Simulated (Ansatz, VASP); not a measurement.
## Two plane-wave programs on Mg6NbSi

```xyz
8
Lattice="4.8173 0.0000 0.0000 0.0000 3.1255 5.3069 0.0000 -3.1255 5.3069" Properties=species:S:1:pos:R:3 pbc="T T T"
Nb    2.3972    0.0042    7.1931
Si   -0.0305    0.0079    8.6014
Mg    2.3788    0.0614    1.7691
Mg    2.3914    1.5590    4.4698
Mg    2.4616   -1.5968    4.4337
Mg   -0.0043    0.0345    3.5671
Mg   -0.0389    1.5310    6.2785
Mg   -0.0276   -1.5286    6.2268
```

Change from the starting cell: atoms moved at random, drawn with an rms of 0.05 Å.

Alike in both runs: task single point; functional PBE; k mesh 6 × 5 × 5; occupations fermi-dirac, width 0.05 eV; no spin polarisation.

|  | VASP | Ansatz |
| --- | --- | --- |
| version | VASP 6.6.1 | Ansatz 0.2.0 |
| potentials or method | VASP PAW PBE potentials, release 64 (Nb_sv, Si, Mg) | Ansatz PAW |
| plane-wave cutoff (eV) | 520 | 420 |
| valence electrons in the cell | 29 | 77 |

```csv
,VASP,Ansatz,Ansatz less VASP
gap on the k mesh at the Fermi level (eV),none,none,-
pressure (GPa),0.0,0.1,+0.13
"traceless stress, the component that is largest in VASP (GPa)",0.26,0.25,-0.001
rms of the force components (eV/Å),0.105,0.105,-0.0002
```

Atom by atom the forces differ by 0.001 eV/Å (rms over components). A gap of «none» marks a metal or a gap that the smearing closes. VASP's potentials hold 29 valence electrons a cell and Ansatz's 77, so a difference there can come from the potentials and not from the codes.
